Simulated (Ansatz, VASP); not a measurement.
**One calculation of C, two programs**

```
CELL_PARAMETERS angstrom
0.00000 1.76587 1.76587
1.76587 0.00000 1.76587
1.76587 1.76587 0.00000
ATOMIC_POSITIONS crystal
C 0.50000 0.50000 0.50000
C 0.75000 0.75000 0.75000
```

Alike in both runs: functional LDA; k mesh 12 × 12 × 12; occupations gaussian, width 0.02 eV; no spin polarisation.

Ansatz relaxed the structure, and its values are those at the end. VASP's run is a single point on that final structure, the one shown.

|  | VASP | Ansatz |
| --- | --- | --- |
| version | VASP 6.6.1 | Ansatz 0.2.0 |
| potentials or method | VASP PAW LDA potentials, release 64 (C), cutoff 600 eV | scalar-relativistic, plane waves, PAW |
| valence electrons in the cell | 8 | 8 |

|  | VASP | Ansatz | Ansatz less VASP |
| --- | --- | --- | --- |
| gap on the k mesh at the Fermi level (eV) | 4.20 | 4.20 | 0.000 |
| pressure (GPa) | 0.8 | 0.0 | -0.84 |

LDA's correlation is that of Perdew and Zunger in VASP and of Perdew and Wang (1992) in Ansatz. Ansatz's warnings: force scf threshold loose, stress scf threshold loose.
